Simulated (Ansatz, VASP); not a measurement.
Sr2SnN2: VASP beside Ansatz

```
CELL_PARAMETERS angstrom
-1.90128 1.90128 6.80101
1.90128 -1.90128 6.80101
1.90128 1.90128 -6.80101
ATOMIC_POSITIONS crystal
Sn 0.50000 0.50000 0.00000
Sr 0.83986 0.83986 0.00000
Sr 0.16014 0.16014 0.00000
N 0.34753 0.34753 0.00000
N 0.65247 0.65247 0.00000
```

Alike in both runs: task single point; functional PBE; k mesh 10 × 10 × 10; occupations fermi-dirac, width 0.05 eV; no spin polarisation.

```csv
,VASP,Ansatz
version,VASP 6.6.1,Ansatz 0.2.0
potentials or method,"VASP PAW PBE potentials, release 64 (Sn_d, Sr_sv, N)",Ansatz PAW
plane-wave cutoff (eV),520,420
valence electrons in the cell,44,44
```

|  | VASP | Ansatz | Ansatz less VASP |
| --- | --- | --- | --- |
| gap on the k mesh at the Fermi level (eV) | none | none | - |
| pressure (GPa) | 2.7 | 2.4 | -0.29 |
| traceless stress, the component that is largest in VASP (GPa) | 0.72 | 0.74 | +0.017 |
| rms of the force components (eV/Å) | 0.059 | 0.058 | -0.0011 |

Atom by atom the forces differ by 0.009 eV/Å (rms over components). A gap of «none» marks a metal or a gap that the smearing closes.
